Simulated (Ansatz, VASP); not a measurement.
## TaN: VASP beside Ansatz

INCAR

```
PREC = Accurate
ENCUT = 520
EDIFF = 1E-6
ISMEAR = 0
SIGMA = 0.15
LREAL = F
LASPH = T
NELM = 80
ALGO = Normal
ISIF = 2
LWAVE = F
LCHARG = T
LELF = T
LVHAR = T
NBANDS = 15
```

File KPOINTS:

```
regular mesh
0
Gamma
  18 18 18
```

POSCAR

```
TaN
1.0
    0.0000000000      2.1742693740      2.1742693740
    2.1742693740      0.0000000000      2.1742693740
    2.1742693740      2.1742693740      0.0000000000
Ta N
1 1
Direct
    0.4965109728      0.5034890272      0.5034890272
    0.0450726121     -0.0450726121     -0.0450726121
```

Input for Ansatz:

```yaml
crystal:
  lattice:
    - [0.0, 2.174269374, 2.174269374]
    - [2.174269374, 0.0, 2.174269374]
    - [2.174269374, 2.174269374, 0.0]
  atoms:
    - { symbol: Ta, position: [0.4965109728, 0.5034890272, 0.5034890272] }
    - { symbol: "N", position: [0.0450726121, -0.0450726121, -0.0450726121] }
basis:
  ecutwfc: 520.0
kpoints:
  mp_grid: { grid: [18, 18, 18] }
hamiltonian:
  xc: lda
scf:
  occupations: { method: gaussian, width: 0.15 }
output:
  forces: true
  stress: true
  eigenvalues: true
```

Change from the starting cell: mode 4 frozen in at -0.196 Å and mode 6 at +0.000 Å (largest displacements).

Alike in both runs: task single point; functional LDA; k mesh 18 × 18 × 18; occupations gaussian, width 0.15 eV; no spin polarisation.

|  | VASP | Ansatz |
| --- | --- | --- |
| version | VASP 6.6.1 | Ansatz 0.2.0 |
| potentials or method | VASP PAW LDA potentials, release 64 (Ta_pv, N), cutoff 520 eV | scalar-relativistic, plane waves, PAW |
| valence electrons in the cell | 16 | 18 |

```tsv
	VASP	Ansatz	Ansatz less VASP
gap on the k mesh at the Fermi level (eV)	none	none	-
pressure (GPa)	10.6	8.4	-2.20
traceless stress, the component that is largest in VASP (GPa)	17.10	16.72	-0.384
rms of the force components (eV/Å)	1.459	1.423	-0.0354
```

LDA's correlation is that of Perdew and Zunger in VASP and of Perdew and Wang (1992) in Ansatz. Atom by atom the forces differ by 0.035 eV/Å (rms over components). A gap of «none» marks a metal or a gap that the smearing closes. VASP's potentials hold 16 valence electrons a cell and Ansatz's 18, so a difference there can come from the potentials and not from the codes.

Spin-orbit coupling is off throughout.
